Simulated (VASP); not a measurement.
# ZrC (Fm-3m) in VASP: single point with PBE0

Aim: the single point of ZrC with PBE0.

Everything below comes from runs of VASP 6.6.1. Logs are shortened: lines on timing, memory, paths and dates and some standing lists are left out, and cuts for length are marked.

## 1. The cell of the first run

Symmetry: Fm-3m, No. 225, cubic system. Conventional cell: a = 4.730 Å, b = 4.730 Å, c = 4.730 Å, α = 90.00°, β = 90.00°, γ = 90.00°. Zr (site symmetry m-3m) has 6 C at 2.37 Å within 3.1 Å. C (site symmetry m-3m) has 6 Zr at 2.37 Å within 3.1 Å.

## 2. Single point, PBE0

Contents of POSCAR:

```
ZrC
1.0
    0.0000000000      2.3650000000      2.3650000000
    2.3650000000      0.0000000000      2.3650000000
    2.3650000000      2.3650000000      0.0000000000
Zr C
1 1
Direct
    0.5000000000      0.5000000000      0.5000000000
    0.0000000000      0.0000000000      0.0000000000
```

Contents of INCAR.step1:

```
SYSTEM = ZrC
  ALGO = Normal
  EDIFF = 1E-5
  ENCUT = 520
  GGA = PE
  GGA_COMPAT = .False.
  ISIF = 2
  ISMEAR = -1
  KPAR = 4
  LASPH = .True.
  LCHARG = .False.
  LREAL = .False.
  LWAVE = .True.
  NBANDS = 15
  NELM = 120
  PREC = Accurate
  SIGMA = 0.05
```

Contents of INCAR.step2:

```
SYSTEM = ZrC
  AEXX = 0.25
  ALGO = Normal
  EDIFF = 1E-6
  ENCUT = 520
  GGA = PE
  GGA_COMPAT = .False.
  ISIF = 2
  ISMEAR = -1
  ISTART = 1
  KPAR = 4
  LASPH = .True.
  LCHARG = .False.
  LHFCALC = .True.
  LREAL = .False.
  LWAVE = .False.
  NBANDS = 15
  NELM = 120
  PREC = Accurate
  PRECFOCK = Normal
  SIGMA = 0.05
```

Contents of KPOINTS:

```
k-points
0
Gamma
  8 8 8
  0 0 0
```

Potentials or basis: VASP PAW PBE potentials, release 64 (Zr_sv, C).

The run is started by

```bash
> cat potpaw_PBE.64/Zr_sv/POTCAR potpaw_PBE.64/C/POTCAR > POTCAR
> cp INCAR.step1 INCAR
> mpirun -np 4 vasp_std > vasp.out
> cp INCAR.step2 INCAR
> mpirun -np 4 vasp_std > vasp.out
```

OUTCAR:

```text
SYSTEM = ZrC
   AEXX = 0.25
   EDIFF = 1E-6
   ENCUT = 520
   GGA = PE
   ISIF = 2
   ISMEAR = -1
   ISTART = 1
   LASPH = .True.
   LHFCALC = .True.
   LREAL = .False.
   NELM = 120
   PREC = Accurate
   PRECFOCK = Normal

 ion  position               nearest neighbor table
   1  0.500  0.500  0.500-   2 2.37   2 2.37   2 2.37   2 2.37   2 2.37   2 2.37
   2  0.000  0.000  0.000-   1 2.37   1 2.37   1 2.37   1 2.37   1 2.37   1 2.37

  LATTYP: Found a face centered cubic cell.
 ALAT       =     4.7300000000

  Lattice vectors:

 A1 = (   0.0000000000,   2.3650000000,   2.3650000000)
 A2 = (   2.3650000000,   0.0000000000,   2.3650000000)
 A3 = (   2.3650000000,   2.3650000000,   0.0000000000)

Analysis of symmetry for initial positions (statically):
=====================================================================
 Subroutine PRICEL returns:
 Original cell was already a primitive cell.

 Routine SETGRP: Setting up the symmetry group for a
 face centered cubic supercell.

 Subroutine GETGRP returns: Found 48 space group operations
 (whereof 48 operations were pure point group operations)
 out of a pool of 48 trial point group operations.

The static configuration has the point symmetry O_h .

Analysis of symmetry for dynamics (positions and initial velocities):
=====================================================================
 Subroutine PRICEL returns:
 Original cell was already a primitive cell.

 Routine SETGRP: Setting up the symmetry group for a
 face centered cubic supercell.

 Subroutine GETGRP returns: Found 48 space group operations
 (whereof 48 operations were pure point group operations)
 out of a pool of 48 trial point group operations.

The dynamic configuration has the point symmetry O_h .

 Subroutine INISYM returns: Found 48 space group operations
 (whereof 48 operations are pure point group operations),
 and found     1 'primitive' translations

----------------------------------------------------------------------------------------

                                     Primitive cell

  volume of cell :      26.4560

  direct lattice vectors                    reciprocal lattice vectors
     0.000000000  2.365000000  2.365000000    -0.211416490  0.211416490  0.211416490
     2.365000000  0.000000000  2.365000000     0.211416490 -0.211416490  0.211416490
     2.365000000  2.365000000  0.000000000     0.211416490  0.211416490 -0.211416490

  length of vectors
     3.344615075  3.344615075  3.344615075     0.366184103  0.366184103  0.366184103

  position of ions in fractional coordinates (direct lattice)
     0.500000000  0.500000000  0.500000000
     0.000000000  0.000000000  0.000000000

  ion indices of the primitive-cell ions
   primitive index   ion index
                 1           1
                 2           2

----------------------------------------------------------------------------------------

 KPOINTS: k-points

Automatic generation of k-mesh.
 Grid dimensions read from file:
 generate k-points for:    8    8    8

 Generating k-lattice:

  Cartesian coordinates                     Fractional coordinates (reciprocal lattice)
    -0.026427061  0.026427061  0.026427061     0.125000000  0.000000000  0.000000000
     0.026427061 -0.026427061  0.026427061     0.000000000  0.125000000  0.000000000
     0.026427061  0.026427061 -0.026427061     0.000000000  0.000000000  0.125000000

  Length of vectors
     0.045773013  0.045773013  0.045773013

  Shift w.r.t. Gamma in fractional coordinates (k-lattice)
     0.000000000  0.000000000  0.000000000

 Subroutine IBZKPT returns following result:
 ===========================================

 Found     29 irreducible k-points:

 Following reciprocal coordinates:
            Coordinates               Weight
  0.000000  0.000000  0.000000      1.000000
  0.125000  0.000000  0.000000      8.000000
  0.250000  0.000000  0.000000      8.000000
  0.375000  0.000000  0.000000      8.000000
  0.500000  0.000000  0.000000      4.000000
  0.125000  0.125000  0.000000      6.000000
[... 16 lines left out ...]
  0.500000  0.250000  0.125000     48.000000
 -0.375000  0.250000  0.125000     24.000000
 [... further k-points ...]
   k-points           NKPTS =     29   k-points in BZ     NKDIM =    512   number of bands    NBANDS=     15
   number of dos      NEDOS =    301   number of ions     NIONS =      2
   total plane-waves  NPLWV =  21952
   dimension x,y,z NGX =    28 NGY =   28 NGZ =   28
   dimension x,y,z NGXF=    56 NGYF=   56 NGZF=   56
   ions per type =               1   1
   NGX,Y,Z   is equivalent  to a cutoff of  13.92, 13.92, 13.92 a.u.
   NGXF,Y,Z  is equivalent  to a cutoff of  27.84, 27.84, 27.84 a.u.
 SYSTEM =  ZrC
   PREC   = accura    normal or accurate (medium, high low for compatibility)
   ISTART =      1    job   : 0-new  1-cont  2-samecut
   ICHARG =      0    charge: 1-file 2-atom 10-const
   ISPIN  =      1    spin polarized calculation?
   LNONCOLLINEAR =      F non collinear calculations
   LSORBIT =      F    spin-orbit coupling
   LASPH  =      T    aspherical Exc in radial PAW
   ENCUT  =  520.0 eV  38.22 Ry    6.18 a.u.   6.22  6.22  6.22*2*pi/ulx,y,z
   NELM   =    120;   NELMIN=  2; NELMDL=  0     # of ELM steps
   EDIFF  = 0.1E-05   stopping-criterion for ELM
   LREAL  =      F    real-space projection
   EDIFFG = 0.1E-04   stopping-criterion for IOM
   NSW    =      0    number of steps for IOM
   IBRION =     -1    ionic relax: 0-MD 1-quasi-New 2-CG
   NFREE  =      0    steps in history (QN), initial steepest desc. (CG)
   ISIF   =      2    stress and relaxation
   ISYM   =      3    0-nonsym 1-usesym 2-fastsym
   POTIM  = 0.5000    time-step for ionic-motion
   TEBEG  =    0.0;   TEEND  =   0.0 temperature during run
   PSTRESS=    0.0 pullay stress
   NELECT =      16.0000    total number of electrons
   NUPDOWN=      -1.0000    fix difference up-down
   EMIN   =  10.00;   EMAX   =-10.00  energy-range for DOS
   EFERMI =   0.00;   METHOD = LEGACY
   ISMEAR =    -1;   SIGMA  =   0.05  broadening in eV -4-tet -1-fermi 0-gaus
   EFERMI_NEDOS =   21; number of points for ismear=-14 and -15
   IALGO  =     38    algorithm
   IMIX   =      1    mixing-type and parameters
     AMIX     =   0.40;   BMIX     =  1.00
     AMIX_MAG =   1.60;   BMIX_MAG =  1.00
  volume/ion in A,a.u.               =      13.23        89.27
  Fermi-wavevector in a.u.,A,eV,Ry     =   1.384439  2.616209 26.077880  1.916670
  Thomas-Fermi vector in A             =   2.508943
   LORBIT       =      0    0 simple, 1 ext, 2 COOP (PROOUT), +10 PAW based schemes
   GGA     = PE    functional components
   LHFCALC =     T    Hartree Fock is set to
   PRECFOCK=normal    Normal, Fast or Accurate (Low or Medium for compatibility)
   ENCUT4O =  -1.0   cutoff for four orbital integrals eV
   NKREDX  =     1    reduce k-point grid by
   NKREDY  =     1    reduce k-point grid by
   NKREDZ  =     1    reduce k-point grid by
   AEXX    =    0.2500 exact exchange contribution
   HFSCREEN=    0.0000 screening length (either q_TF or 0.3 A-1)
   HFSCREENC=   0.0000 screening length for correlation (either q_TF or 0.3 A-1)
   ENCUTFOCK=  -1.0 apply spherical cutoff to Coloumb kernel
   IVDW    =     0    specifies the selected vdW correction
   LEPSILON=     F    determine dielectric tensor
   LRPA    =     F    only Hartree local field effects (RPA)
 non-spin polarized calculation
  energy-cutoff  :      520.00
  volume of cell :       26.46
 maximum number of plane-waves:       725
 NGX is ok and might be reduce to    28
  NGX = 20; NGY = 20; NGZ = 20

 number of electron      16.0000000 magnetization

 Free energy of the ion-electron system (eV)
  ---------------------------------------------------
  ext. energy  EPLUGINS =         0.00000000
  ---------------------------------------------------
  free energy    TOTEN  =       -23.88620662 eV

  energy without entropy =      -23.88432135  energy(sigma->0) =      -23.88526398

 E-fermi :   9.1182     XC(G=0):  -9.4764

 val. band max:        8.7790077734   @ k =   0.2500   0.2500   0.0000
 cond. band min:       9.1230934815   @ k =   0.1250   0.1250   0.0000
 fundamental gap:      0.3440857081
 Fermi energy:         9.1182374884

 k-point     1 :       0.0000    0.0000    0.0000
  band No.  band energies     occupation
      1     -42.9078      2.00000
      2     -19.2019      2.00000
      3     -19.2019      2.00000
      4     -19.2019      2.00000
      5      -4.0671      2.00000
      6      10.3883      0.00000
      7      10.3885      0.00000
      8      10.3885      0.00000
      9      11.2180      0.00000
     10      11.2181      0.00000
     11      11.2181      0.00000
     12      12.8473      0.00000
     13      12.8473      0.00000
     14      17.6252      0.00000
     15      20.7793      0.00000

 k-point     2 :       0.1250    0.0000    0.0000
  band No.  band energies     occupation
      1     -42.8928      2.00000
      2     -19.3431      2.00000
      3     -19.2133      2.00000
      4     -19.2133      2.00000
      5      -3.6901      2.00000
      6       8.1160      2.00000
      7       8.5157      1.99999
      8       8.5158      1.99999
      9      11.7625      0.00000
     10      11.7626      0.00000
     11      12.1770      0.00000
     12      14.5612      0.00000
     13      14.5612      0.00000
     14      18.4115      0.00000
     15      21.7592      0.00000
[... 365 lines left out ...]
      3     -19.4926      2.00000
      4     -19.3320      2.00000
      5      -1.6783      2.00000
      6       4.1676      2.00000
      7       5.9969      2.00000
      8       6.3669      2.00000
      9      12.4967      0.00000
     10      15.0838      0.00000
     11      15.6003      0.00000
     12      17.0807      0.00000
     13      19.1786      0.00000
     14      21.3837      0.00000
     15      24.3375      0.00000

 k-point    24 :      -0.3750    0.2500    0.1250
  band No.  band energies     occupation
      1     -42.7868      2.00000
      2     -19.9662      2.00000
      3     -19.5149      2.00000
      4     -19.3581      2.00000
      5      -1.4097      2.00000
      6       3.9030      2.00000
      7       5.8410      2.00000
      8       6.0503      2.00000
      9      13.7155      0.00000
     10      14.2095      0.00000
     11      15.8019      0.00000
     12      18.4695      0.00000
     13      19.3244      0.00000
     14      20.7601      0.00000
     15      24.2934      0.00000

 [... further k-points ...]

------------------------ aborting loop because EDIFF is reached ----------------------------------------

  FORCE on cell =-STRESS in cart. coord.  units (eV):
  Direction    XX          YY          ZZ          XY          YZ          ZX
  --------------------------------------------------------------------------------------
  -------------------------------------------------------------------------------------
  Total       -0.9245845     -0.9245845     -0.9245845      0.0000000      0.0000000     -0.0000000
  in kB      -55.9930004    -55.9930004    -55.9930004      0.0000000      0.0000000     -0.0000000
  external PRESSURE =     -55.9930004 kB  Pullay stress =       0.0000000 kB

 VOLUME and BASIS-vectors are now :
 -----------------------------------------------------------------------------
  energy-cutoff  :      520.00
  volume of cell :       26.46
      direct lattice vectors                 reciprocal lattice vectors
     0.000000000  2.365000000  2.365000000    -0.211416490  0.211416490  0.211416490
     2.365000000  0.000000000  2.365000000     0.211416490 -0.211416490  0.211416490
     2.365000000  2.365000000  0.000000000     0.211416490  0.211416490 -0.211416490

 POSITION                                       TOTAL-FORCE (eV/Angst)
 -----------------------------------------------------------------------------------
      2.36500      2.36500      2.36500        -0.000000      0.000000      0.000000
      0.00000      0.00000      0.00000         0.000000     -0.000000     -0.000000
 -----------------------------------------------------------------------------------
    total drift:                               -0.000000      0.000000     -0.000000

  FREE ENERGIE OF THE ION-ELECTRON SYSTEM (eV)
  ---------------------------------------------------
  free  energy   TOTEN  =       -23.8862066165 eV

  energy  without entropy=      -23.8843213494  energy(sigma->0) =      -23.88526398
```

It took 44 min on 4 MPI ranks of AMD EPYC 7R43 (Zen 3), shared host; peak memory 0.15 GiB.

Results:

```yaml
Free_energy: -23.8862 eV
Pressure: -5.6 GPa
Band_gap_on_the_k_mesh: zero (bands 8 and 9 overlap by 1.73 eV)
```

Levels at points of the mesh, in eV from the Fermi level:
```tsv
k point	band 5	band 6	band 7	band 8	band 9	band 10	band 11	band 12
(0.00, 0.00, 0.00)	-13.19	1.27	1.27	1.27	2.10	2.10	2.10	3.73
(0.50, 0.00, 0.00)	-9.84	-6.37	-3.65	-3.65	5.90	5.90	6.79	7.51
(0.50, 0.50, 0.00)	-11.84	-2.98	-1.75	0.14	0.14	5.53	7.08	7.08
```

Caveat: the cell stands under tension; the PAW data sets were made with another functional, which shifts forces and pressure a little.

The gap in the log of VASP goes by the Fermi energy; the results here count the filled bands.